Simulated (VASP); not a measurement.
A run of VASP 6.6.1 is set up as follows.

File INCAR:

```
SYSTEM = AlC3
ALGO = Normal
EDIFF = 1E-7
ENCUT = 520
GGA = PE
ISIF = 2
ISMEAR = 0
LASPH = .True.
LCHARG = .False.
LREAL = .False.
LWAVE = .False.
NBANDS = 16
NELM = 60
PREC = Accurate
SIGMA = 0.1
```

KPOINTS

```
k-points
0
Gamma
  6 6 6
  0 0 0
```

POSCAR

```
AlC3
1.0
    3.3288735945      0.0000000000      0.0000000000
    0.0000000000      3.3288735945      0.0000000000
    0.0000000000      0.0000000000      3.3288735945
Al C
1 3
Direct
    0.0000000000      0.0000000000      0.0000000000
    0.0000000000      0.5000000000      0.5000000000
    0.5000000000      0.0000000000      0.5000000000
    0.5000000000      0.5000000000      0.0000000000
```

Potentials or basis: VASP PAW PBE potentials, release 64 (Al, C).

Command:

```bash
$ cat potpaw_PBE.64/Al/POTCAR potpaw_PBE.64/C/POTCAR > POTCAR
$ mpirun -np 1 vasp_std > vasp.out
```

Question: Estimate the pressure.

Answer: -14.9 GPa.
